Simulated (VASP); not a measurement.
Input of a VASP 6.6.1 run:

Contents of POSCAR:

```
GaN
1.0
    0.0000000000      2.2383759866      2.2383759866
    2.2383759866      0.0000000000      2.2383759866
    2.2383759866      2.2383759866      0.0000000000
Ga N
1 1
Direct
    0.0000000000      0.0000000000      0.0000000000
    0.2500000000      0.2500000000      0.2500000000
```

Contents of INCAR.step1:

```
SYSTEM = GaN
ALGO = Normal
EDIFF = 1E-5
ENCUT = 910
GGA = PE
GGA_COMPAT = .FALSE.
ISMEAR = -1
LASPH = .TRUE.
LCHARG = .FALSE.
LREAL = .FALSE.
LWAVE = .TRUE.
NBANDS = 16
NELM = 120
PREC = Accurate
SIGMA = 0.05
```

Contents of INCAR.step2:

```
SYSTEM = GaN
ALGO = Normal
EDIFF = 1E-6
ENCUT = 910
GGA_COMPAT = .FALSE.
ISIF = 2
ISMEAR = -1
ISTART = 1
LASPH = .TRUE.
LCHARG = .FALSE.
LMIXTAU = .TRUE.
LREAL = .FALSE.
LWAVE = .FALSE.
METAGGA = R2SCAN
NBANDS = 16
NELM = 120
PREC = Accurate
SIGMA = 0.05
```

KPOINTS

```
k-points
0
G
  10 10 10
  0 0 0
```

Potentials or basis: VASP PAW PBE potentials, release 64 (Ga_d, N_h).

Run with:

```sh
$ cat potpaw_PBE.64/Ga_d/POTCAR potpaw_PBE.64/N_h/POTCAR > POTCAR
$ cp INCAR.step1 INCAR
$ mpirun -np 1 vasp_std > vasp.out
$ cp INCAR.step2 INCAR
$ mpirun -np 1 vasp_std > vasp.out
```

(1) Predict the pressure.

(2) What does it give for the band gap on the k mesh?

Results:

(1) 3.9 GPa.

(2) 2.25 eV, direct.

Caveat: the cutoff is under 1.25 times the usual one of these potentials, so pressure, stress and relaxed cells hold a basis-set (Pulay) error; the PAW data sets were made with another functional, which shifts forces and pressure a little.
